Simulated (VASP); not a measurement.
# BaTiO3 (P4/mmm) in VASP: further runs

Runs on BaTiO3. Level: PBE. Tasks: electric field gradients.

Everything below comes from runs of VASP 6.6.1. Logs are shortened: lines on timing, memory, paths and dates and some standing lists are left out, and cuts for length are marked.

### Step 1. The cell of the first run

It takes space group P4/mmm (No. 123, tetragonal). Conventional cell: a = 4.000 Å, b = 4.000 Å, c = 4.018 Å, α = 90.00°, β = 90.00°, γ = 90.00°. Within 3.7 Å of Ba (site symmetry 4/mmm) lie 12 O at 2.83 Å and 8 Ti at 3.47 Å. Ti (site symmetry 4/mmm) has 6 O at 2.00 to 2.01 Å within 2.6 Å. O (site symmetry 4/mmm) has 2 Ti at 2.01 Å within 2.7 Å. Within 2.6 Å of O (site symmetry mmm) lie 2 Ti at 2.00 Å.

### Step 2. Electric field gradients, PBE

INCAR reads:

```
  PREC = Accurate
  ENCUT = 520
  EDIFF = 1E-8
  ISMEAR = -1
  SIGMA = 0.03
  LREAL = False
  LASPH = True
  NELM = 80
  ALGO = Normal
  ISIF = 2
  LWAVE = False
  LCHARG = False
  GGA = PE
  LEFG = True
  NBANDS = 28
```

KPOINTS reads:

```
Automatic mesh
0
Gamma
  7 7 7
```

POSCAR reads:

```
BaTiO3
1.0
    3.9998000000      0.0000000000      0.0000000000
    0.0000000000      3.9998000000      0.0000000000
    0.0000000000      0.0000000000      4.0180000000
Ba Ti O
1 1 3
Direct
    0.0000000000      0.0000000000      0.0000000000
    0.5000000000      0.5000000000      0.5000000000
    0.5000000000      0.5000000000      0.0000000000
    0.5000000000      0.0000000000      0.5000000000
    0.0000000000      0.5000000000      0.5000000000
```

Potentials or basis: VASP PAW PBE potentials, release 64 (Ba_sv, Ti_sv, O).

Command:

```bash
cat potpaw_PBE.64/Ba_sv/POTCAR potpaw_PBE.64/Ti_sv/POTCAR potpaw_PBE.64/O/POTCAR > POTCAR
mpirun -np 1 vasp_std > vasp.out
```

OUTCAR:

```text
PREC = Accurate
   ENCUT = 520
   EDIFF = 1E-8
   ISMEAR = -1
   LREAL = False
   LASPH = True
   NELM = 80
   ISIF = 2
   GGA = PE

 ion  position               nearest neighbor table
   1  0.000  0.000  0.000-   3 2.83   3 2.83   3 2.83   3 2.83   5 2.83   4 2.83   5 2.83   5 2.83
                             5 2.83   4 2.83   4 2.83   4 2.83   2 3.47   2 3.47   2 3.47   2 3.47
   2  0.500  0.500  0.500-   4 2.00   5 2.00   4 2.00   5 2.00   3 2.01   3 2.01   1 3.47   1 3.47
                             1 3.47   1 3.47   1 3.47   1 3.47   1 3.47   1 3.47
   3  0.500  0.500  0.000-   2 2.01   2 2.01   1 2.83   1 2.83   1 2.83   1 2.83
   4  0.500  0.000  0.500-   2 2.00   2 2.00   1 2.83   1 2.83   1 2.83   1 2.83
   5  0.000  0.500  0.500-   2 2.00   2 2.00   1 2.83   1 2.83   1 2.83   1 2.83

  LATTYP: Found a simple tetragonal cell.
 ALAT       =     3.9998000000
 C/A-ratio  =     1.0045502275

  Lattice vectors:

 A1 = (   3.9998000000,   0.0000000000,   0.0000000000)
 A2 = (   0.0000000000,   3.9998000000,   0.0000000000)
 A3 = (   0.0000000000,   0.0000000000,   4.0180000000)

Analysis of symmetry for initial positions (statically):
=====================================================================
 Subroutine PRICEL returns:
 Original cell was already a primitive cell.

 Routine SETGRP: Setting up the symmetry group for a
 simple tetragonal supercell.

 Subroutine GETGRP returns: Found 16 space group operations
 (whereof 16 operations were pure point group operations)
 out of a pool of 16 trial point group operations.

The static configuration has the point symmetry D_4h.

Analysis of symmetry for dynamics (positions and initial velocities):
=====================================================================
 Subroutine PRICEL returns:
 Original cell was already a primitive cell.

 Routine SETGRP: Setting up the symmetry group for a
 simple tetragonal supercell.

 Subroutine GETGRP returns: Found 16 space group operations
 (whereof 16 operations were pure point group operations)
 out of a pool of 16 trial point group operations.

The dynamic configuration has the point symmetry D_4h.

 Subroutine INISYM returns: Found 16 space group operations
[... 146 lines left out ...]
  ---------------------------------------------------
  free energy    TOTEN  =       -39.97001201 eV

  energy without entropy =      -39.97001201  energy(sigma->0) =      -39.97001201

 E-fermi :   4.4762     XC(G=0): -11.2469

 val. band max:        3.7548633830   @ k =   0.4286   0.4286   0.4286
 cond. band min:       5.5516394965   @ k =   0.0000   0.0000   0.0000
 fundamental gap:      1.7967761135
 Fermi energy:         4.4762323616

 k-point     1 :       0.0000    0.0000    0.0000
  band No.  band energies     occupation
      1     -52.8340      2.00000
      2     -29.0441      2.00000
      3     -29.0441      2.00000
      4     -29.0426      2.00000
      5     -21.0048      2.00000
      6     -13.0734      2.00000
[... 733 lines left out ...]
     27      12.2555      0.00000
     28      12.6965      0.00000

 [... further k-points ...]
[... 5 lines left out ...]
  --------------------------------------------------------------------------------------
  -------------------------------------------------------------------------------------
  Total        1.5004024      1.5004024      1.1484504      0.0000000      0.0000000      0.0000000
  in kB       37.3965763     37.3965763     28.6243966      0.0000000      0.0000000      0.0000000
  external PRESSURE =      34.4725164 kB  Pullay stress =       0.0000000 kB

 VOLUME and BASIS-vectors are now :
 -----------------------------------------------------------------------------
  energy-cutoff  :      520.00
  volume of cell :       64.28
      direct lattice vectors                 reciprocal lattice vectors
     3.999800000  0.000000000  0.000000000     0.250012501  0.000000000  0.000000000
     0.000000000  3.999800000  0.000000000     0.000000000  0.250012501  0.000000000
     0.000000000  0.000000000  4.018000000     0.000000000  0.000000000  0.248880040

 POSITION                                       TOTAL-FORCE (eV/Angst)
 -----------------------------------------------------------------------------------
      0.00000      0.00000      0.00000         0.000000      0.000000      0.000000
      1.99990      1.99990      2.00900         0.000000      0.000000      0.000000
      1.99990      1.99990      0.00000         0.000000      0.000000      0.000000
      1.99990      0.00000      2.00900         0.000000      0.000000      0.000000
      0.00000      1.99990      2.00900         0.000000      0.000000      0.000000
 -----------------------------------------------------------------------------------
    total drift:                                0.000000      0.000000     -0.000000

  FREE ENERGIE OF THE ION-ELECTRON SYSTEM (eV)
  ---------------------------------------------------
  free  energy   TOTEN  =       -39.9700120102 eV

  energy  without entropy=      -39.9700120102  energy(sigma->0) =      -39.97001201

 Electric field gradients (V/A^2)
---------------------------------------------------------------------
 ion       V_xx      V_yy      V_zz      V_xy      V_xz      V_yz
---------------------------------------------------------------------
   1      -0.383    -0.383     0.766    -0.000     0.000    -0.000
   2      -1.965    -1.965     3.931     0.000    -0.000     0.000
   3     -13.239   -13.239    26.479     0.000    -0.000     0.000
   4     -12.941    24.363   -11.422     0.000     0.000     0.000
   5      24.363   -12.941   -11.422    -0.000    -0.000     0.000
---------------------------------------------------------------------

 Electric field gradients after diagonalization (V/A^2)
 (convention: |V_zz| > |V_xx| > |V_yy|)
----------------------------------------------------------------------
 ion       V_xx      V_yy      V_zz     asymmetry (V_yy - V_xx)/ V_zz
----------------------------------------------------------------------
   1      -0.383    -0.383     0.766       0.000
   2      -1.965    -1.965     3.931       0.000
   3     -13.239   -13.239    26.479       0.000
   4     -12.941   -11.422    24.363       0.062
   5     -12.941   -11.422    24.363       0.062
----------------------------------------------------------------------

           NMR quadrupolar parameters

 Cq : quadrupolar parameter    Cq=e*Q*V_zz/h
 eta: asymmetry parameters     (V_yy - V_xx)/ V_zz
 Q  : nuclear electric quadrupole moment in mb (millibarn)
----------------------------------------------------------------------
 ion       Cq(MHz)       eta       Q (mb)
----------------------------------------------------------------------
   1       0.002       0.000       1.000
   2       0.010       0.000       1.000
   3       0.064       0.000       1.000
   4       0.059       0.062       1.000
   5       0.059       0.062       1.000
----------------------------------------------------------------------
```

stdout:

```text
POSCAR found type information on POSCAR BaTiO
 POSCAR found :  3 types and       5 ions
 scaLAPACK will be used
 LDA part: xc-table for (Slater+PW92), standard interpolation
 POSCAR, INCAR and KPOINTS ok, starting setup
 FFT: planning ... GRIDC
 FFT: planning ... GRID_SOFT
 FFT: planning ... GRID
 WAVECAR not read
 entering main loop
ion   1

ion   2

ion   3

ion   4

ion   5
```

Run time: 68 s. Hardware: 1 thread of AMD EPYC 7R13 (Zen 3), shared host; peak memory 0.19 GiB.

Results:

```yaml
Free_energy: -39.9700 eV
Pressure: 3.4 GPa
Band_gap_on_the_k_mesh: 1.80 eV, indirect (least direct gap 1.88 eV)
```

Stress tensor (GPa, compression positive):
```
3.74 0.00 0.00
0.00 3.74 0.00
0.00 0.00 2.86
```

Levels at points of the mesh, in eV from the valence-band top:
| k point | band 17 | band 18 | band 19 | band 20 | band 21 | band 22 | band 23 | band 24 |
| --- | --- | --- | --- | --- | --- | --- | --- | --- |
| (0.00, 0.00, 0.00) | -1.02 | -0.09 | -0.09 | -0.09 | 1.80 | 1.80 | 1.81 | 3.93 |

Electric field gradients, principal values (V/Å²):
```csv
atom,least,middle,greatest (by size)
1 Ba,-0.383,-0.383,0.766
2 Ti,-1.965,-1.965,3.931
3 O,-13.239,-13.239,26.479
4 O,-11.422,-12.941,24.363
5 O,-11.422,-12.941,24.363
```

Caveat: without QUAD_EFG the Cq values of the log hold for a quadrupole moment of 1 mb, not for the nuclei; spin-orbit coupling is left out, which moves the levels of the heavy elements. A k mesh can miss the band edges.

(Continued in part 2 of 2.)
